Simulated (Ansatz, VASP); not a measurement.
**Zr in VASP and in Ansatz**

```
Zr
1.0
    -1.79878    1.79878    1.79878
     1.79878   -1.79878    1.79878
     1.79878    1.79878   -1.79878
Zr
1
Cartesian
  0.0000 0.0000 0.0000
```

Alike in both runs: task relaxation of cell and atoms; functional RPBE; k mesh 12 × 12 × 12; occupations fermi-dirac, width 0.1 eV; no spin polarisation.

```csv
,VASP,Ansatz
version,VASP 6.6.1,Ansatz 0.2.0
potentials or method,"VASP PAW PBE potentials, release 64 (Zr_sv), cutoff 500 eV","plane waves (420 eV) with PAW, scalar-relativistic"
valence electrons in the cell,12,12
```

```tsv
	VASP	Ansatz	Ansatz less VASP
relaxed volume (Å³/atom)	23.53	23.53	-0.003
relaxed cell length with the largest relative difference (Å)	3.127	3.126	-0.0001
```

VASP's potentials were made for PBE, not for RPBE.
